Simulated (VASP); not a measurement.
Input of a VASP 6.6.1 run:

Contents of INCAR:

```
SYSTEM = WS2
PREC = Accurate ; ENCUT = 520
EDIFF = 1E-8 ; ISMEAR = -1
SIGMA = 0.05 ; LREAL = .False.
LASPH = .True. ; NELM = 100
ALGO = Normal ; ISIF = 2
LWAVE = .False. ; LCHARG = .False.
GGA = PE ; LEFG = .True.
NBANDS = 35
```

The input KPOINTS:

```
regular mesh
0
Gamma
  10 10 3
  0 0 0
```

File POSCAR:

```
WS2
1.0
    3.1799996605      0.0000000000      0.0000000000
   -1.5899998303      2.7539604900      0.0000000000
    0.0000000000      0.0000000000     12.5000000000
W S
2 4
Direct
    0.3333333333      0.6666666667      0.2500000000
    0.6666666667      0.3333333333      0.7500000000
    0.3333333333      0.6666666667      0.6200000000
    0.6666666667      0.3333333333      0.1200000000
    0.3333333333      0.6666666667      0.8800000000
    0.6666666667      0.3333333333      0.3800000000
```

Potentials or basis: VASP PAW PBE potentials, release 64 (W_sv, S).

The run is started by

```sh
$ cat potpaw_PBE.64/W_sv/POTCAR potpaw_PBE.64/S/POTCAR > POTCAR
$ mpirun -np 1 vasp_std > vasp.out
```

(1) Estimate the largest force.

(2) Predict the band gap on the k mesh.

(3) What does it give for the pressure?

Results:

(1) 1.055 eV/Å.

(2) 1.08 eV, indirect (least direct gap 2.12 eV).

(3) -3.7 GPa.

Caveat: without QUAD_EFG the Cq values of the log hold for a quadrupole moment of 1 mb, not for the nuclei; spin-orbit coupling is left out, which moves the levels of the heavy elements; this functional lacks dispersion, which binds the layers, so the pressure and a relaxed spacing across them are unreliable; forces of over 1 eV/Å act on the atoms, so gaps and moduli don't describe the material at rest.
